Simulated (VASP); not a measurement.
LiBe: relaxation of cell and atoms with PBE

The system is LiBe.

```xyz
2
Lattice="2.6100 0.0000 0.0000 0.0000 2.6100 0.0000 0.0000 0.0000 3.5235" Properties=species:S:1:pos:R:3 pbc="T T T"
Li    0.0000    0.0000    0.0000
Be    1.3050    1.3050    1.7617
```

| Quantity | Value |
| --- | --- |
| Program | VASP 6.6.1 |
| Task | relaxation of cell and atoms |
| Functional | PBE |
| Potentials or basis | VASP PAW PBE potentials, release 64 (Li_sv, Be) |
| Cutoff | 750 eV |
| k mesh | 16 × 16 × 12 |
| Occupations | fermi-dirac, width 0.1 eV |
| Spin | no spin polarisation |
| Dipole correction | no |
| Further INCAR settings | ALGO = Normal; EDIFF = 1e-07; IBRION = 2; EDIFFG = -0.02; NSW = 60; ISIF = 3 |

```yaml
Relaxed_volume: 11.09 Å³/atom
Relaxed_cell: a = 2.335 Å, b = 2.335 Å, c = 4.068 Å, α = 90.00°, β = 90.00°, γ = 90.00°
Space_group_after_relaxing_to_0.1_Å: P4/mmm (No. 123)
Energy_gained_by_relaxing: 53.3 meV/atom
Ionic_steps: 14
Pressure_after_relaxing: 0.0 GPa
Band_gap_on_the_k_mesh: zero (an odd number of electrons rules out a gap without spin polarisation)
```

The path:
| step | energy change (eV) | largest force (eV/Å) | pressure (GPa) | volume (Å³) |
| --- | --- | --- | --- | --- |
| 1 | 0.0000 | 0.0000 | -2.83 | 24.00 |
| 2 | -0.0128 | 0.0000 | -1.56 | 23.27 |
| 3 | -0.0204 | 0.0000 | 0.35 | 22.35 |
| 4 | -0.0206 | 0.0000 | 0.75 | 22.17 |
| 5 | -0.0265 | 0.0000 | 0.85 | 22.12 |
| 6 | -0.0471 | 0.0000 | 1.17 | 21.95 |
| 7 | -0.0953 | 0.0000 | 1.89 | 21.48 |
| 8 | 0.0804 | 0.0000 | 6.20 | 20.08 |
| 9 | -0.0997 | 0.0000 | 2.14 | 21.35 |
| 10 | -0.1000 | 0.0000 | 2.35 | 21.24 |
| 11 | -0.1035 | 0.0000 | 0.02 | 22.14 |
| 12 | -0.1046 | 0.0000 | 0.75 | 21.84 |
| 13 | -0.1064 | 0.0000 | 0.26 | 22.06 |
| 14 | -0.1067 | 0.0000 | 0.01 | 22.18 |

Final structure:
```
CELL_PARAMETERS angstrom
2.33495 0.00000 0.00000
0.00000 2.33495 0.00000
0.00000 0.00000 4.06815
ATOMIC_POSITIONS crystal
Li 0.00000 0.00000 0.00000
Be 0.50000 0.50000 0.50000
```

Levels at points of the mesh, in eV from the Fermi level:
| k point | band 1 | band 2 | band 3 | band 4 | band 5 | band 6 |
| --- | --- | --- | --- | --- | --- | --- |
| (0.00, 0.00, 0.00) | -45.34 | -7.01 | -1.52 | 3.87 | 12.58 | 17.94 |
| (0.50, 0.00, 0.00) | -45.24 | -2.25 | -1.87 | 4.10 | 6.40 | 7.14 |
| (0.50, 0.50, 0.00) | -45.15 | 1.53 | 1.53 | 6.13 | 7.81 | 9.43 |
| (0.00, 0.00, 0.50) | -45.34 | -6.53 | -3.51 | 10.71 | 10.82 | 13.11 |
| (0.50, 0.00, 0.50) | -45.24 | -2.31 | -0.71 | 0.67 | 5.68 | 12.15 |
| (0.50, 0.50, 0.50) | -45.15 | 2.43 | 2.43 | 5.80 | 5.97 | 5.97 |

It took 10 min on 1 thread of Intel Xeon 8259CL (shared host), peak memory 0.23 GiB.

Caveat: a cell axis changed by over 15 % at a fixed basis, so the end point is rough.
